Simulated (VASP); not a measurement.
A run of VASP 6.6.1:

Contents of POSCAR:

```
GaN
1.0
    0.0000000000      2.0872156463      2.0872156463
    2.0872156463      0.0000000000      2.0872156463
    2.0872156463      2.0872156463      0.0000000000
Ga N
1 1
Direct
    0.0000000000      0.0000000000      0.0000000000
    0.5000000000      0.5000000000      0.5000000000
```

The input INCAR.step1:

```
SYSTEM = GaN
ALGO = Normal ; EDIFF = 1E-4
ENCUT = 520 ; GGA = PE
ISMEAR = 0 ; LASPH = .TRUE.
LCHARG = .FALSE. ; LREAL = .FALSE.
LWAVE = .TRUE. ; NBANDS = 16
NELM = 80 ; PREC = Accurate
SIGMA = 0.01
```

The input INCAR.step2:

```
SYSTEM = GaN
ALGO = Normal ; EDIFF = 1E-6
ENCUT = 520 ; ISIF = 2
ISMEAR = 0 ; ISTART = 1
LASPH = .TRUE. ; LCHARG = .FALSE.
LMIXTAU = .TRUE. ; LREAL = .FALSE.
LWAVE = .FALSE. ; METAGGA = R2SCAN
NBANDS = 16 ; NELM = 80
PREC = Accurate ; SIGMA = 0.01
```

KPOINTS

```
k-points
0
G
  8 8 8
  0 0 0
```

Potentials or basis: VASP PAW PBE potentials, release 64 (Ga_d, N).

Command:

```bash
$ cat potpaw_PBE.64/Ga_d/POTCAR potpaw_PBE.64/N/POTCAR > POTCAR
$ cp INCAR.step1 INCAR
$ mpirun -np 1 vasp_std > vasp.out
$ cp INCAR.step2 INCAR
$ mpirun -np 1 vasp_std > vasp.out
```

Hardware: 1 thread of Intel(R) Xeon(R) 6975P-C (Granite Rapids), with other jobs on the host.

Question: How long does it take, and how much memory?

Answer: It took 17 s on 1 thread of Intel(R) Xeon(R) 6975P-C (Granite Rapids) (shared host), peak memory 0.14 GiB. Counts: k points 29.
